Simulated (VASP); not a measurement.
A run of VASP 6.6.1:

File INCAR:

```
SYSTEM = Na
ALGO = Normal ; EDIFF = 1E-8
ENCUT = 520 ; ISIF = 2
ISMEAR = -1 ; LASPH = .True.
LCHARG = .False. ; LEFG = .True.
LREAL = .False. ; LWAVE = .False.
NBANDS = 10 ; NELM = 80
PREC = Accurate ; SIGMA = 0.03
```

Contents of KPOINTS:

```
k-points
0
Gamma
  11 11 11
  0 0 0
```

The input POSCAR:

```
Na
1.0
   -2.1175000000      2.1175000000      2.1175000000
    2.1175000000     -2.1175000000      2.1175000000
    2.1175000000      2.1175000000     -2.1175000000
Na
1
Direct
    0.0000000000      0.0000000000      0.0000000000
```

Potentials or basis: VASP PAW LDA potentials, release 64 (Na_pv).

Launch:

```sh
$ cat potpaw_LDA.64/Na_pv/POTCAR > POTCAR
$ mpirun -np 1 vasp_std > vasp.out
```

Hardware: 1 thread of Intel Xeon 6975P-C, on a shared host.

Problem. Estimate the wall time of this run.

Solution. It took 11 s on 1 thread of Intel Xeon 6975P-C (shared host), peak memory 0.14 GiB. Counts: scf iterations 11, k points 56.
